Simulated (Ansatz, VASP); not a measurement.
## GaN: VASP beside Ansatz

```
CELL_PARAMETERS angstrom
3.12210 -0.02053 -0.00590
-1.57883 2.80043 0.05049
-0.00959 0.08917 5.13455
ATOMIC_POSITIONS crystal
Ga 0.32558 0.66241 0.00329
Ga 0.66636 0.32829 0.49662
N 0.34044 0.66829 0.37488
N 0.67382 0.33736 0.87082
```

Alike in both runs: task single point; functional r2SCAN; k mesh 6 × 6 × 4; no spin polarisation.

|  | VASP | Ansatz |
| --- | --- | --- |
| version | VASP 6.6.1 | Ansatz 0.2.0 |
| potentials or method | VASP PAW PBE potentials, release 64 (Ga_d, N), cutoff 520 eV | plane waves, PAW |
| occupations | gaussian, width 0.01 eV | fixed |
| valence electrons in the cell | 36 | 36 |

```csv
,VASP,Ansatz,Ansatz less VASP
pressure (GPa),5.0,3.8,-1.18
"traceless stress, the component that is largest in VASP (GPa)",-7.05,-6.95,+0.107
rms of the force components (eV/Å),0.419,0.412,-0.0064
```

VASP's potentials were made for PBE, not for r2SCAN. Atom by atom the forces differ by 0.009 eV/Å (rms over components). Ansatz's warnings: stress scf threshold loose.
